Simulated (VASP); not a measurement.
Input of a VASP 6.6.1 run:

Contents of INCAR:

```
SYSTEM = FeBiO4
  PREC = Accurate
  ENCUT = 520
  EDIFF = 1E-6
  ISMEAR = 0
  SIGMA = 0.1
  LREAL = .FALSE.
  LASPH = .TRUE.
  NELM = 150
  ALGO = Normal
  ISIF = 2
  LWAVE = .FALSE.
  LCHARG = .TRUE.
  ISPIN = 2
  MAGMOM = 2.47 0 0 0 0 0
  LORBIT = 11
  LMAXMIX = 4
  GGA = PE
  LVHAR = .TRUE.
  NBANDS = 36
  KPAR = 4
```

Contents of KPOINTS:

```
regular mesh
0
G
  8 8 12
  0 0 0
```

Contents of POSCAR:

```
FeBiO4
1.0
    3.3957417844     -3.3476749825      0.0000000000
    3.3957417844      3.3476749825      0.0000000000
    0.0000000000      0.0000000000      3.2607476842
Fe Bi O
1 1 4
Direct
    0.5000000000      0.5000000000      0.5000000000
    0.0000000000      0.0000000000      0.0000000000
    0.3290538017      0.3290538017      0.0000000000
    0.6709461983      0.6709461983      0.0000000000
    0.2253069933      0.7746930067      0.5000000000
    0.7746930067      0.2253069933      0.5000000000
```

Potentials or basis: VASP PAW PBE potentials, release 64 (Fe, Bi_d, O).

The run is started by

```bash
$ cat potpaw_PBE.64/Fe/POTCAR potpaw_PBE.64/Bi_d/POTCAR potpaw_PBE.64/O/POTCAR > POTCAR
$ mpirun -np 4 vasp_std > vasp.out
```

**Question.** Estimate the net moment.

**Answer.** 2.82 μB per cell.

**Question.** Estimate the site moments.

**Answer.** Fe +2.42; Bi +0.01; O +0.05, +0.07 (each value once) μB.

**Question.** What does it give for the pressure?

**Answer.** 0.3 GPa.

**Question.** Estimate the largest force.

**Answer.** 0.140 eV/Å.

Stress tensor (GPa, compression positive):
```
-0.24  0.00  0.00
 0.00  0.84  0.00
 0.00  0.00  0.43
```

Caveat: a cell with one magnetic atom can't hold antiferromagnetic order, which such compounds often take.
